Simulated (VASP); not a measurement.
# FeSi (Pm-3m) in VASP: further runs, part 3 of 3

VASP 6.6.1.

## Step 6: Relaxation of cell and atoms, r2SCAN

This run uses another cell than the first one, of 10.14 Å³/atom, 0.962 times its volume.

POSCAR reads:

```
FeSi
1.0
    2.7270295647      0.0000000000      0.0000000000
    0.0000000000      2.7270295647      0.0000000000
    0.0000000000      0.0000000000      2.7270295647
Fe Si
1 1
Direct
    0.0000000000      0.0000000000      0.0000000000
    0.5000000000      0.5000000000      0.5000000000
```

INCAR.step1 reads:

```
SYSTEM = FeSi
ALGO     = Normal         ! electronic algorithm
EDIFF    = 1E-4           ! SCF threshold, eV
ENCUT    = 600            ! plane-wave cutoff, eV
GGA      = PE             ! functional
ISMEAR   = 0              ! smearing method
LASPH    = .True.         ! aspherical terms in the spheres
LCHARG   = .False.        ! write CHGCAR
LREAL    = .False.        ! projectors in reciprocal space
LWAVE    = .True.         ! write WAVECAR
NELM     = 80             ! most SCF steps
PREC     = Accurate       ! precision mode
SIGMA    = 0.05           ! smearing width, eV
```

INCAR.step2 reads:

```
SYSTEM = FeSi
ALGO     = Normal         ! electronic algorithm
EDIFF    = 1E-6           ! SCF threshold, eV
EDIFFG   = -0.01          ! ionic threshold
ENCUT    = 600            ! plane-wave cutoff, eV
IBRION   = 2              ! ionic algorithm
ISIF     = 3              ! what is computed and relaxed
ISMEAR   = 0              ! smearing method
ISTART   = 1            
LASPH    = .True.         ! aspherical terms in the spheres
LCHARG   = .False.        ! write CHGCAR
LMIXTAU  = .True.       
LREAL    = .False.        ! projectors in reciprocal space
LWAVE    = .False.        ! write WAVECAR
METAGGA  = R2SCAN         ! meta-GGA
NELM     = 80             ! most SCF steps
NSW      = 50             ! ionic steps
PREC     = Accurate       ! precision mode
SIGMA    = 0.05           ! smearing width, eV
```

KPOINTS reads:

```
k-points
0
Gamma
  16 16 16
  0 0 0
```

Potentials or basis: VASP PAW PBE potentials, release 64 (Fe, Si).

Command:

```
$ cat potpaw_PBE.64/Fe/POTCAR potpaw_PBE.64/Si/POTCAR > POTCAR
$ cp INCAR.step1 INCAR
$ mpirun -np 1 vasp_std > vasp.out
$ cp INCAR.step2 INCAR
$ mpirun -np 1 vasp_std > vasp.out
```

OUTCAR:

```text
SYSTEM = FeSi
   EDIFF = 1E-6
   EDIFFG = -0.01
   ENCUT = 600
   IBRION = 2
   ISIF = 3
   ISMEAR = 0
   ISTART = 1
   LASPH = .True.
   LREAL = .False.
   METAGGA = R2SCAN
   NELM = 80
   NSW = 50
   PREC = Accurate

 ion  position               nearest neighbor table
   1  0.000  0.000  0.000-   2 2.36   2 2.36   2 2.36   2 2.36   2 2.36   2 2.36   2 2.36   2 2.36

   2  0.500  0.500  0.500-   1 2.36   1 2.36   1 2.36   1 2.36   1 2.36   1 2.36   1 2.36   1 2.36

  LATTYP: Found a simple cubic cell.
 ALAT       =     2.7270295647

  Lattice vectors:

 A1 = (   2.7270295647,   0.0000000000,   0.0000000000)
 A2 = (   0.0000000000,   2.7270295647,   0.0000000000)
 A3 = (   0.0000000000,   0.0000000000,   2.7270295647)

Analysis of symmetry for initial positions (statically):
=====================================================================
 Subroutine PRICEL returns:
 Original cell was already a primitive cell.

 Routine SETGRP: Setting up the symmetry group for a
 simple cubic supercell.

 Subroutine GETGRP returns: Found 48 space group operations
 (whereof 48 operations were pure point group operations)
 out of a pool of 48 trial point group operations.

The static configuration has the point symmetry O_h .

Analysis of symmetry for dynamics (positions and initial velocities):
=====================================================================
 Subroutine PRICEL returns:
 Original cell was already a primitive cell.

 Routine SETGRP: Setting up the symmetry group for a
 simple cubic supercell.

 Subroutine GETGRP returns: Found 48 space group operations
 (whereof 48 operations were pure point group operations)
 out of a pool of 48 trial point group operations.

The dynamic configuration has the point symmetry O_h .

 Subroutine INISYM returns: Found 48 space group operations
 (whereof 48 operations are pure point group operations),
 and found     1 'primitive' translations

----------------------------------------------------------------------------------------

                                     Primitive cell

  volume of cell :      20.2801

  direct lattice vectors                    reciprocal lattice vectors
     2.727029565  0.000000000  0.000000000     0.366699361  0.000000000  0.000000000
     0.000000000  2.727029565  0.000000000     0.000000000  0.366699361  0.000000000
     0.000000000  0.000000000  2.727029565     0.000000000  0.000000000  0.366699361

  length of vectors
     2.727029565  2.727029565  2.727029565     0.366699361  0.366699361  0.366699361

  position of ions in fractional coordinates (direct lattice)
     0.000000000  0.000000000  0.000000000
     0.500000000  0.500000000  0.500000000

  ion indices of the primitive-cell ions
   primitive index   ion index
                 1           1
                 2           2

----------------------------------------------------------------------------------------

 KPOINTS: k-points

Automatic generation of k-mesh.
 Grid dimensions read from file:
 generate k-points for:   16   16   16

 Generating k-lattice:

  Cartesian coordinates                     Fractional coordinates (reciprocal lattice)
[... 45 lines left out ...]
   dimension x,y,z NGX =    24 NGY =   24 NGZ =   24
   dimension x,y,z NGXF=    48 NGYF=   48 NGZF=   48
   ions per type =               1   1
   NGX,Y,Z   is equivalent  to a cutoff of  14.63, 14.63, 14.63 a.u.
   NGXF,Y,Z  is equivalent  to a cutoff of  29.26, 29.26, 29.26 a.u.
 SYSTEM =  FeSi
   PREC   = accura    normal or accurate (medium, high low for compatibility)
   ISTART =      1    job   : 0-new  1-cont  2-samecut
   ICHARG =      0    charge: 1-file 2-atom 10-const
   ISPIN  =      1    spin polarized calculation?
   LNONCOLLINEAR =      F non collinear calculations
   LSORBIT =      F    spin-orbit coupling
   LASPH  =      T    aspherical Exc in radial PAW
   ENCUT  =  600.0 eV  44.10 Ry    6.64 a.u.   5.45  5.45  5.45*2*pi/ulx,y,z
   NELM   =     80;   NELMIN=  2; NELMDL=  0     # of ELM steps
   EDIFF  = 0.1E-05   stopping-criterion for ELM
   LREAL  =      F    real-space projection
   EDIFFG = -.1E-01   stopping-criterion for IOM
   NSW    =     50    number of steps for IOM
   IBRION =      2    ionic relax: 0-MD 1-quasi-New 2-CG
   NFREE  =      1    steps in history (QN), initial steepest desc. (CG)
   ISIF   =      3    stress and relaxation
   ISYM   =      2    0-nonsym 1-usesym 2-fastsym
   POTIM  = 0.5000    time-step for ionic-motion
   TEBEG  =    0.0;   TEEND  =   0.0 temperature during run
   PSTRESS=    0.0 pullay stress
   NELECT =      12.0000    total number of electrons
   NUPDOWN=      -1.0000    fix difference up-down
   EMIN   =  10.00;   EMAX   =-10.00  energy-range for DOS
   EFERMI =   0.00;   METHOD = LEGACY
   ISMEAR =     0;   SIGMA  =   0.05  broadening in eV -4-tet -1-fermi 0-gaus
   EFERMI_NEDOS =   21; number of points for ismear=-14 and -15
   IALGO  =     38    algorithm
   IMIX   =      4    mixing-type and parameters
     AMIX     =   0.40;   BMIX     =  1.00
     AMIX_MAG =   1.60;   BMIX_MAG =  1.00
  volume/ion in A,a.u.               =      10.14        68.43
  Fermi-wavevector in a.u.,A,eV,Ry     =   1.374397  2.597233 25.700942  1.888966
  Thomas-Fermi vector in A             =   2.499827
   LORBIT       =      0    0 simple, 1 ext, 2 COOP (PROOUT), +10 PAW based schemes
   METAGGA = R2SCAN    functional components
   LHFCALC =     F    Hartree Fock is set to
   AEXX    =    0.0000 exact exchange contribution
   IVDW    =     0    specifies the selected vdW correction
   LEPSILON=     F    determine dielectric tensor
   LRPA    =     F    only Hartree local field effects (RPA)
 conjugate gradient relaxation of ions
 non-spin polarized calculation
 Gauss-broadening in eV      SIGMA  =   0.05
  energy-cutoff  :      600.00
  volume of cell :       20.28
 maximum number of plane-waves:       701
 NGX is ok and might be reduce to    24
   NGX = 11   NGY = 11   NGZ = 11

--------------------------------------- Ionic step        1  -------------------------------------------

 number of electron      11.9999998 magnetization

 Free energy of the ion-electron system (eV)
  ---------------------------------------------------
  ext. energy  EPLUGINS =         0.00000000
  ---------------------------------------------------
  free energy    TOTEN  =       -23.68637524 eV

  energy without entropy =      -23.68595928  energy(sigma->0) =      -23.68616726

------------------------ aborting loop because EDIFF is reached ----------------------------------------

  FORCE on cell =-STRESS in cart. coord.  units (eV):
  Direction    XX          YY          ZZ          XY          YZ          ZX
  --------------------------------------------------------------------------------------
  -------------------------------------------------------------------------------------
  Total        0.0712997      0.0712997      0.0712997     -0.0000000     -0.0000000     -0.0000000
  in kB        5.6328604      5.6328604      5.6328604     -0.0000000     -0.0000000     -0.0000000
  external PRESSURE =       5.6328604 kB  Pullay stress =       0.0000000 kB
[... 59 lines left out ...]
--------------------------------------- Ionic step        3  -------------------------------------------

 number of electron      11.9999998 magnetization

 Free energy of the ion-electron system (eV)
  ---------------------------------------------------
  ext. energy  EPLUGINS =         0.00000000
  ---------------------------------------------------
  free energy    TOTEN  =       -23.68644349 eV

  energy without entropy =      -23.68603673  energy(sigma->0) =      -23.68624011

 E-fermi :  11.6726     XC(G=0): -14.3023

 val. band max:       11.5801311890   @ k =   0.5000   0.4375   0.3750
 cond. band min:      11.6915177437   @ k =   0.5000   0.5000   0.0000
 fundamental gap:      0.1113865548
 Fermi energy:        11.6726370718

 k-point     1 :       0.0000    0.0000    0.0000
  band No.  band energies     occupation
      1      -3.8967      2.00000
      2       7.3921      2.00000
      3       7.3921      2.00000
      4      10.4163      2.00000
      5      10.4163      2.00000
      6      10.4163      2.00000
      7      15.0951      0.00000
      8      15.0951      0.00000
      9      15.0951      0.00000
     10      19.9671      0.00000
[... 287 lines left out ...]
 k-point    24 :       0.5000    0.1250    0.0000
  band No.  band energies     occupation
      1       0.6361      2.00000
      2       2.2507      2.00000
      3       8.4121      2.00000
      4       8.5472      2.00000
      5       8.8442      2.00000
      6      10.4008      2.00000
      7      12.0149      0.00000
      8      17.2697      0.00000
      9      19.9998      0.00000
     10      21.0154      0.00000

 [... further k-points ...]
[... 5 lines left out ...]
  --------------------------------------------------------------------------------------
  -------------------------------------------------------------------------------------
  Total       -0.0029753     -0.0029753     -0.0029753     -0.0000000     -0.0000000     -0.0000000
  in kB       -0.2346089     -0.2346089     -0.2346089     -0.0000000     -0.0000000     -0.0000000
  external PRESSURE =      -0.2346089 kB  Pullay stress =       0.0000000 kB
[... 17 lines left out ...]
  FREE ENERGIE OF THE ION-ELECTRON SYSTEM (eV)
  ---------------------------------------------------
  free  energy   TOTEN  =       -23.6864434895 eV

  energy  without entropy=      -23.6860367255  energy(sigma->0) =      -23.68624011

 reached required accuracy - stopping structural energy minimisation
```

It took 85 s on 1 thread of Intel Xeon 6975P-C (Granite Rapids), shared host; peak memory 0.19 GiB.

What came out:

```yaml
Free_energy: -23.6864 eV
Relaxed_volume: 10.16 Å³/atom
Relaxed_cell: a = 2.729 Å, b = 2.729 Å, c = 2.729 Å, α = 90.00°, β = 90.00°, γ = 90.00°
Space_group_after_relaxing_to_0.05_Å: Pm-3m (No. 221)
Energy_gained_by_relaxing: 0.0 meV/atom
Ionic_steps: 3
Pressure_after_relaxing: 0.0 GPa
Band_gap_on_the_k_mesh: zero (band 6 reaches 11.75 eV, above the bottom of band 7 at 11.69 eV)
```

Final structure:
```
Fe Si
1.0
     2.72877    0.00000    0.00000
     0.00000    2.72877    0.00000
     0.00000    0.00000    2.72877
Fe Si
1 1
Direct
  0.00000 0.00000 0.00000
  0.50000 0.50000 0.50000
```

Caveat: the PAW data sets were made with another functional, which shifts forces and pressure a little. Spin polarisation is off, so any magnetic state and its effect on volume and gap are missing.

## Step 7: The runs side by side

| task | cell | k mesh | cutoff (eV) | gap on the mesh (eV) | pressure (GPa) |
| --- | --- | --- | --- | --- | --- |
| single point | a = 2.763 Å, 2 atoms | 16 × 16 × 16 | 520 | none | -9.1 |
| single point | a = 2.532 Å, 2 atoms | 18 × 18 × 18 | 520 | none | 102.4 |
| single point | a = 2.573 Å, 2 atoms | 18 × 18 × 18 | 520 | none | 71.6 |
| single point | a = 2.613 Å, 2 atoms | 18 × 18 × 18 | 520 | none | 47.2 |
| relaxation of cell and atoms | relaxed from a = 2.727 Å, 2 atoms | 16 × 16 × 16 | 600 | none | 0.0 |

Alike in all rows: level r2SCAN; potentials or basis VASP PAW PBE potentials, release 64 (Fe, Si); no spin polarisation; smearing gaussian 0.05 eV.

Caveats: the PAW data sets were made with another functional, which shifts forces and pressure a little.

Absolute energies hang on the potentials; compare differences alone.
